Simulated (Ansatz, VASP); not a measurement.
## Two plane-wave programs on Sn2Te3Se

```
CELL_PARAMETERS angstrom
5.62204 0.00000 0.00000
-2.81102 4.86883 0.00000
0.00000 0.00000 6.49782
ATOMIC_POSITIONS crystal
Sn 0.33333 0.66667 0.50000
Sn 0.66667 0.33333 0.50000
Te 0.33333 0.66667 0.00000
Te 0.66667 0.33333 0.00000
Te 0.00000 0.00000 0.50000
Se 0.00000 0.00000 0.00000
```

Alike in both runs: functional PBE; k mesh 6 × 6 × 2; occupations gaussian, width 0.1 eV; no spin polarisation.

Ansatz relaxed the structure, and its values are those at the end. VASP's run is a single point on that final structure, the one shown.

|  | VASP | Ansatz |
| --- | --- | --- |
| version | VASP 6.6.1 | Ansatz 0.2.0 |
| potentials or method | VASP PAW PBE potentials, release 64 (Sn_d, Te, Se), cutoff 520 eV | scalar-relativistic, plane waves, PAW |
| valence electrons in the cell | 52 | 92 |

```csv
,VASP,Ansatz,Ansatz less VASP
gap on the k mesh at the Fermi level (eV),none,none,-
pressure (GPa),-0.2,-0.2,+0.04
```

A gap of «none» marks a metal or a gap that the smearing closes. VASP's potentials hold 52 valence electrons a cell and Ansatz's 92, so a difference there can come from the potentials and not from the codes.

The k mesh is coarse, so the values compare programs but aren't converged. Spin-orbit coupling is off throughout.
